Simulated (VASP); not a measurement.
Write the native input for VASP 6.6.1 that does the following.

```yaml
Task: single point
Functional: LDA
Potentials_or_basis: VASP PAW LDA potentials, release 64 (Mg_sv, O)
Cutoff: 750 eV
k_mesh: 9 × 9 × 8
Occupations: gaussian, width 0.05 eV
Spin: no spin polarisation
Dipole_correction: no
Mended: yes
Further_INCAR_settings: ALGO = Normal; EDIFF = 1e-06; NBANDS = 15
```

The structure of MgO lies in POSCAR:

```
MgO
1.0
    2.9820912170      0.0000000000      0.0000000000
   -1.4910456085      2.5825667503      0.0000000000
    0.0000000000      0.0000000000      2.5992896000
Mg O
1 1
Direct
    0.0000000000      0.0000000000      0.0000000000
    0.3333333333      0.6666666667      0.5000000000
```

This cell differs from its parent crystal: strain +0.015 along x and y, -0.030 along z.

One way to write it, as run:

INCAR

```
PREC = Accurate ; ENCUT = 750
EDIFF = 1E-6 ; ISMEAR = 0
SIGMA = 0.05 ; LREAL = F
LASPH = T ; NELM = 120
ALGO = Normal ; ISIF = 2
LWAVE = F ; LCHARG = F
GGA = CA ; NBANDS = 15
GGA_COMPAT = F
```

KPOINTS

```
regular mesh
0
Gamma
  9 9 8
```

Potentials or basis: VASP PAW LDA potentials, release 64 (Mg_sv, O).

Run with:

```bash
$ cat potpaw_LDA.64/Mg_sv/POTCAR potpaw_LDA.64/O/POTCAR > POTCAR
$ mpirun -np 1 vasp_std > vasp.out
```

It gave:

The pressure is -8.2 GPa. The band gap on the k mesh is 2.65 eV (least direct gap 2.97 eV).

Caveat: the cell differs from its parent crystal (strain +0.015 along x and y, -0.030 along z); the cell stands under tension; an odd mesh through Γ misses points on the zone boundary, where band edges can lie.

Run time: 19 s on 1 thread of Intel(R) Xeon(R) Platinum 8259CL CPU @ 2.50GHz (Skylake/Cascade Lake), with other jobs on the host, peak memory 0.15 GiB.
